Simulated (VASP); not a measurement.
# TiW3 (P-6m2) in VASP: a series of runs, part 3 of 3

VASP 6.6.1. Earlier steps stand in the parts before.

## 4. Relaxation of cell and atoms, PBE

INCAR

```
SYSTEM = TiW3
  ALGO = Normal
  EDIFF = 1E-6
  EDIFFG = -0.04
  ENCUT = 600
  GGA = PE
  IBRION = 2
  ISIF = 3
  ISMEAR = 0
  LASPH = .TRUE.
  LCHARG = .FALSE.
  LREAL = .FALSE.
  LWAVE = .FALSE.
  NELM = 100
  NSW = 90
  PREC = Accurate
  SIGMA = 0.1
```

KPOINTS

```
k-points
0
G
  6 6 2
  0 0 0
```

POSCAR

```
TiW3
1.0
    2.6789225300      0.0000000000      0.0000000000
   -1.3394612600      2.3200149600      0.0000000000
    0.0000000000      0.0000000000     10.6595097500
Ti W
1 3
Direct
    0.3333333300      0.6666666700      0.0000000000
    0.3333333300      0.6666666700      0.5000000000
    0.6666666700      0.3333333300      0.2500000000
    0.6666666700      0.3333333300      0.7500000000
```

Potentials or basis: VASP PAW PBE potentials, release 64 (Ti_sv, W_sv).

On the command line:

```
> cat potpaw_PBE.64/Ti_sv/POTCAR potpaw_PBE.64/W_sv/POTCAR > POTCAR
> mpirun -np 1 vasp_std > vasp.out
```

OUTCAR:

```text
SYSTEM = TiW3
   EDIFF = 1E-6
   EDIFFG = -0.04
   ENCUT = 600
   GGA = PE
   IBRION = 2
   ISIF = 3
   ISMEAR = 0
   LASPH = .TRUE.
   LREAL = .FALSE.
   NELM = 100
   NSW = 90
   PREC = Accurate

 ion  position               nearest neighbor table
   1  0.333  0.667  0.000-   3 3.08   4 3.08   3 3.08   4 3.08   3 3.08   4 3.08
   2  0.333  0.667  0.500-   3 3.08   4 3.08   3 3.08   4 3.08   3 3.08   4 3.08
   3  0.667  0.333  0.250-   1 3.08   2 3.08   1 3.08   2 3.08   1 3.08   2 3.08
   4  0.667  0.333  0.750-   1 3.08   2 3.08   1 3.08   2 3.08   1 3.08   2 3.08

  LATTYP: Found a hexagonal cell.
 ALAT       =     2.6789225300
 C/A-ratio  =     3.9790287441

  Lattice vectors:

 A1 = (   2.6789225300,   0.0000000000,   0.0000000000)
 A2 = (  -1.3394612600,   2.3200149600,   0.0000000000)
 A3 = (   0.0000000000,   0.0000000000,  10.6595097500)

Analysis of symmetry for initial positions (statically):
=====================================================================
 Subroutine PRICEL returns:
 Original cell was already a primitive cell.

 Routine SETGRP: Setting up the symmetry group for a
 hexagonal supercell.

 Subroutine GETGRP returns: Found 12 space group operations
 (whereof 12 operations were pure point group operations)
 out of a pool of 24 trial point group operations.

The static configuration has the point symmetry D_3h.

Analysis of symmetry for dynamics (positions and initial velocities):
=====================================================================
 Subroutine PRICEL returns:
 Original cell was already a primitive cell.

 Routine SETGRP: Setting up the symmetry group for a
 hexagonal supercell.

 Subroutine GETGRP returns: Found 12 space group operations
 (whereof 12 operations were pure point group operations)
 out of a pool of 24 trial point group operations.

The dynamic configuration has the point symmetry D_3h.

 Subroutine INISYM returns: Found 12 space group operations
 (whereof 12 operations are pure point group operations),
 and found     1 'primitive' translations

[... 123 lines left out ...]
 maximum number of plane-waves:      2263
 NGX is ok and might be reduce to    24

--------------------------------------- Ionic step        1  -------------------------------------------

 number of electron      53.9999998 magnetization

 Free energy of the ion-electron system (eV)
  ---------------------------------------------------
  ext. energy  EPLUGINS =         0.00000000
  ---------------------------------------------------
  free energy    TOTEN  =       -44.37142311 eV

  energy without entropy =      -44.33160048  energy(sigma->0) =      -44.35151180

------------------------ aborting loop because EDIFF is reached ----------------------------------------

  FORCE on cell =-STRESS in cart. coord.  units (eV):
  Direction    XX          YY          ZZ          XY          YZ          ZX
  --------------------------------------------------------------------------------------
  -------------------------------------------------------------------------------------
  Total        8.1420424      8.1420424     -8.3775546      0.0000000     -0.0000000      0.0000000
  in kB      196.9045589    196.9045579   -202.6001117      0.0000004     -0.0000000      0.0000000
  external PRESSURE =      63.7363351 kB  Pullay stress =       0.0000000 kB
[... 95 lines left out ...]
  FREE ENERGIE OF THE ION-ELECTRON SYSTEM (eV)
  ---------------------------------------------------
  free  energy   TOTEN  =       -44.9468746555 eV

  energy  without entropy=      -44.9153513921  energy(sigma->0) =      -44.93111302

 E-fermi :  10.7198     XC(G=0): -13.2632

 val. band max:       10.6766621100   @ k =   0.3333   0.1667   0.5000
 cond. band min:      10.7481108770   @ k =   0.0000   0.0000   0.5000
 fundamental gap:      0.0714487670
 Fermi energy:        10.7198001224

 k-point     1 :       0.0000    0.0000    0.0000
  band No.  band energies     occupation
      1     -62.9758      2.00000
      2     -62.8554      2.00000
      3     -62.8401      2.00000
      4     -45.8259      2.00000
      5     -27.6750      2.00000
      6     -27.1794      2.00000
[... 479 lines left out ...]
     31      13.2760      0.00000
     32      13.3758      0.00000

[... ionic steps 4 to 8 ...]

--------------------------------------- Ionic step        9  -------------------------------------------

 number of electron      54.0000003 magnetization

------------------------ aborting loop because EDIFF is reached ----------------------------------------
[... 71 lines left out ...]
--------------------------------------- Ionic step       11  -------------------------------------------

 number of electron      54.0000002 magnetization

 Free energy of the ion-electron system (eV)
  ---------------------------------------------------
  ext. energy  EPLUGINS =         0.00000000
  ---------------------------------------------------
  free energy    TOTEN  =       -45.03913292 eV

  energy without entropy =      -45.01007147  energy(sigma->0) =      -45.02460219

 E-fermi :   9.9574     XC(G=0): -12.9525

 val. band max:        9.9520251536   @ k =   0.0000   0.0000   0.0000
 cond. band min:       9.9811952265   @ k =   0.5000   0.0000   0.0000
 fundamental gap:      0.0291700729
 Fermi energy:         9.9574204254

 k-point     1 :       0.0000    0.0000    0.0000
  band No.  band energies     occupation
      1     -63.9001      2.00000
      2     -63.7600      2.00000
      3     -63.7556      2.00000
      4     -46.6700      2.00000
      5     -28.4216      2.00000
      6     -28.0458      2.00000
[... 510 lines left out ...]
  FREE ENERGIE OF THE ION-ELECTRON SYSTEM (eV)
  ---------------------------------------------------
  free  energy   TOTEN  =       -45.0391329199 eV

  energy  without entropy=      -45.0100714658  energy(sigma->0) =      -45.02460219

 reached required accuracy - stopping structural energy minimisation
```

OSZICAR:

```text
N       E                     dE             d eps       ncg     rms          rms(c)
DAV:   1     0.740497683146E+03    0.74050E+03   -0.34060E+04   896   0.223E+03
[... 135 lines left out ...]
DAV:   2    -0.450418531390E+02    0.11056E-02   -0.23132E-02  1224   0.847E-01    0.379E-01
DAV:   3    -0.450400262763E+02    0.18269E-02   -0.20188E-02  1288   0.563E-01    0.185E-01
DAV:   4    -0.450391443083E+02    0.88197E-03   -0.39566E-03  1296   0.345E-01    0.592E-02
DAV:   5    -0.450391361395E+02    0.81688E-05   -0.47615E-04  1152   0.156E-01    0.493E-02
DAV:   6    -0.450391378815E+02   -0.17420E-05   -0.12201E-04  1232   0.709E-02    0.179E-02
DAV:   7    -0.450391328335E+02    0.50480E-05   -0.33853E-05  1264   0.353E-02    0.593E-03
DAV:   8    -0.450391329199E+02   -0.86379E-07   -0.11606E-06   600   0.847E-03
  11 F= -.45039133E+02 E0= -.45024602E+02  d E =-.207314E-03
```

It took 14 min on 1 thread of Intel Xeon 8259CL, shared host; peak memory 0.21 GiB.

What came out:

* Free energy: -45.0391 eV
* Relaxed volume: 16.63 Å³/atom
* Relaxed cell: a = 2.801 Å, b = 2.801 Å, c = 9.789 Å, α = 90.00°, β = 90.00°, γ = 120.00°
* Space group after relaxing (to 0.1 Å): P-6m2 (No. 187)
* Energy gained by relaxing: 166.9 meV/atom
* Ionic steps: 11
* Pressure after relaxing: 0.0 GPa
* Band gap on the k mesh: zero (bands 27 and 28 overlap by 1.02 eV)

The path:
| step | energy change (eV) | largest force (eV/Å) | pressure (GPa) | volume (Å³) |
| --- | --- | --- | --- | --- |
| 1 | 0.0000 | 0.5786 | 6.37 | 66.25 |
| 2 | -0.2230 | 0.2853 | -15.72 | 71.83 |
| 3 | -0.5755 | 0.0025 | -8.12 | 69.30 |
| 4 | -0.4423 | 0.7417 | 15.21 | 62.80 |
| 5 | -0.6601 | 0.3031 | -0.44 | 66.76 |
| 6 | -0.6602 | 0.3115 | -0.21 | 66.69 |
| 7 | -0.6657 | 0.1528 | 0.22 | 66.52 |
| 8 | -0.6669 | 0.0298 | 0.56 | 66.40 |
| 9 | -0.6663 | 0.0542 | -1.17 | 66.84 |
| 10 | -0.6675 | 0.0050 | -0.18 | 66.58 |
| 11 | -0.6677 | 0.0010 | 0.02 | 66.51 |

Final structure:
```
CELL_PARAMETERS angstrom
2.80099 0.00000 0.00000
-1.40050 2.42573 0.00000
0.00000 0.00000 9.78859
ATOMIC_POSITIONS crystal
Ti 0.33333 0.66667 0.00000
W 0.33333 0.66667 0.50000
W 0.66667 0.33333 0.24893
W 0.66667 0.33333 0.75107
```

Levels at points of the mesh, in eV from the Fermi level:
| k point | band 25 | band 26 | band 27 | band 28 | band 29 | band 30 |
| --- | --- | --- | --- | --- | --- | --- |
| (0.00, 0.00, 0.00) | -0.29 | -0.29 | -0.24 | -0.05 | -0.01 | -0.01 |
| (0.50, 0.00, 0.00) | -0.50 | 0.02 | 0.20 | 1.34 | 1.40 | 1.70 |
| (0.00, 0.00, 0.50) | -0.50 | -0.25 | -0.25 | -0.13 | -0.02 | -0.02 |
| (0.50, 0.00, 0.50) | -0.10 | 0.23 | 0.51 | 0.83 | 1.31 | 1.41 |

Caveat: the k points lie up to 0.43 Å⁻¹ apart in the final cell, too coarse for converged energies and pressures of a metal; spin-orbit coupling is left out, which moves the levels of the heavy elements.

## 5. Single point, PBE

This run uses another cell than the first one, of the same volume but with other edges.

INCAR

```
PREC = Accurate
ENCUT = 520
EDIFF = 1E-7
ISMEAR = 0
SIGMA = 0.1
LREAL = False
LASPH = True
NELM = 100
ALGO = Fast
ISIF = 2
LWAVE = False
LCHARG = False
GGA = PE
NBANDS = 35
```

KPOINTS

```
regular mesh
0
Gamma
  18 18 6
```

POSCAR

```
TiW3
1.0
    2.7849751072      0.0000000000      0.0000000000
   -1.3924875536      2.4118591917      0.0000000000
    0.0000000000      0.0000000000      9.8708870618
Ti W
1 3
Direct
    0.3333333333      0.6666666667      0.0000000000
    0.3333333333      0.6666666667      0.5000000000
    0.6666666667      0.3333333333      0.2500857836
    0.6666666667      0.3333333333      0.7499142164
```

Potentials or basis: VASP PAW PBE potentials, release 64 (Ti_sv, W_sv).

On the command line:

```
> cat potpaw_PBE.64/Ti_sv/POTCAR potpaw_PBE.64/W_sv/POTCAR > POTCAR
> mpirun -np 1 vasp_std > vasp.out
```

OUTCAR:

```text
PREC = Accurate
   ENCUT = 520
   EDIFF = 1E-7
   ISMEAR = 0
   LREAL = False
   LASPH = True
   NELM = 100
   ISIF = 2
   GGA = PE

 ion  position               nearest neighbor table
   1  0.333  0.667  0.000-   3 2.95   4 2.95   3 2.95   4 2.95   3 2.95   4 2.95
   2  0.333  0.667  0.500-   3 2.94   4 2.94   3 2.94   4 2.94   3 2.94   4 2.94
   3  0.667  0.333  0.250-   2 2.94   2 2.94   2 2.94   1 2.95   1 2.95   1 2.95
   4  0.667  0.333  0.750-   2 2.94   2 2.94   2 2.94   1 2.95   1 2.95   1 2.95

  LATTYP: Found a hexagonal cell.
 ALAT       =     2.7849751072
 C/A-ratio  =     3.5443358313

  Lattice vectors:

 A1 = (   2.7849751072,   0.0000000000,   0.0000000000)
 A2 = (  -1.3924875536,   2.4118591917,   0.0000000000)
 A3 = (   0.0000000000,   0.0000000000,   9.8708870618)

Analysis of symmetry for initial positions (statically):
=====================================================================
 Subroutine PRICEL returns:
 Original cell was already a primitive cell.

 Routine SETGRP: Setting up the symmetry group for a
 hexagonal supercell.

[... 170 lines left out ...]
  energy without entropy =      -45.02270167  energy(sigma->0) =      -45.03781650

 E-fermi :  10.0230     XC(G=0): -12.9598

 val. band max:       10.0224584795   @ k =   0.2778   0.0000   0.3333
 cond. band min:      10.0271307605   @ k =   0.3889   0.1111   0.0000
 fundamental gap:      0.0046722810
 Fermi energy:        10.0229707072

 k-point     1 :       0.0000    0.0000    0.0000
  band No.  band energies     occupation
      1     -63.7819      2.00000
      2     -63.6982      2.00000
      3     -63.6909      2.00000
      4     -46.5422      2.00000
      5     -28.3562      2.00000
      6     -27.9922      2.00000
[... 901 lines left out ...]
     34      13.9927      0.00000
     35      14.1619      0.00000

 [... further k-points ...]

------------------------ aborting loop because EDIFF is reached ----------------------------------------

  FORCE on cell =-STRESS in cart. coord.  units (eV):
  Direction    XX          YY          ZZ          XY          YZ          ZX
  --------------------------------------------------------------------------------------
  -------------------------------------------------------------------------------------
  Total        0.1240228      0.1240228      0.0573247      0.0000000      0.0000000      0.0000000
  in kB        2.9969727      2.9969727      1.3852323      0.0000000      0.0000000      0.0000000
  external PRESSURE =       2.4597259 kB  Pullay stress =       0.0000000 kB

 VOLUME and BASIS-vectors are now :
 -----------------------------------------------------------------------------
  energy-cutoff  :      520.00
  volume of cell :       66.30
      direct lattice vectors                 reciprocal lattice vectors
     2.784975107  0.000000000  0.000000000     0.359069637  0.207308951  0.000000000
    -1.392487554  2.411859192  0.000000000     0.000000000  0.414617903  0.000000000
     0.000000000  0.000000000  9.870887062     0.000000000  0.000000000  0.101308018

 POSITION                                       TOTAL-FORCE (eV/Angst)
 -----------------------------------------------------------------------------------
     -0.00000      1.60791      0.00000        -0.000000     -0.000000     -0.000000
     -0.00000      1.60791      4.93544         0.000000     -0.000000     -0.000000
      1.39249      0.80395      2.46857         0.000000      0.000000     -0.021785
      1.39249      0.80395      7.40232         0.000000      0.000000      0.021785
 -----------------------------------------------------------------------------------
    total drift:                                0.000000     -0.000000     -0.000000

  FREE ENERGIE OF THE ION-ELECTRON SYSTEM (eV)
  ---------------------------------------------------
  free  energy   TOTEN  =       -45.0529313341 eV

  energy  without entropy=      -45.0227016742  energy(sigma->0) =      -45.03781650
```

Wall time 58 min (1 thread of Intel Xeon 8259CL, shared host); peak memory 0.39 GiB.

What came out:

| Quantity | Value |
| --- | --- |
| Free energy | -45.0529 eV |
| Pressure | 0.2 GPa |
| Largest force | 0.022 eV/Å |
| Band gap on the k mesh | zero (bands 27 and 28 overlap by 1.24 eV) |

Forces on the atoms (eV/Å):
```
Ti   0.000  0.000  0.000
W    0.000  0.000  0.000
W    0.000  0.000 -0.022
W    0.000  0.000  0.022
```

Stress tensor (GPa, compression positive):
```
0.30 0.00 0.00
0.00 0.30 0.00
0.00 0.00 0.14
```

Caveat: spin-orbit coupling is left out, which moves the levels of the heavy elements.

## 6. Overview

```tsv
task	cell	k mesh	cutoff (eV)	gap on the mesh (eV)	pressure (GPa)	largest force (eV/Å)
single point	a = 2.679, b = 2.679, c = 10.660 Å, angles 90.0, 90.0, 120.0°, 4 atoms, atomic positions A	6 × 6 × 2	520	none	6.3	0.58
single point	a = 2.799, b = 2.799, c = 9.785 Å, angles 90.0, 90.0, 120.0°, 4 atoms, atomic positions B	6 × 6 × 2	520	none	0.5	0.03
relaxation of cell and atoms	relaxed from a = 2.679, b = 2.679, c = 10.660 Å, angles 90.0, 90.0, 120.0°, 4 atoms, atomic positions A	6 × 6 × 2	600	none	0.0	-
single point	a = 2.785, b = 2.785, c = 9.871 Å, angles 90.0, 90.0, 120.0°, 4 atoms, atomic positions C	18 × 18 × 6	520	none	0.2	0.02
```

Alike in all rows: level PBE; potentials or basis VASP PAW PBE potentials, release 64 (Ti_sv, W_sv); no spin polarisation; smearing gaussian 0.1 eV.

Caveats: some runs use coarse meshes; spin-orbit coupling is left out, which moves the levels of the heavy elements.

Total energies depend on the potentials used, so only differences within one code and one set of settings carry meaning.

The gap in the log of VASP goes by the Fermi energy; the results here count the filled bands.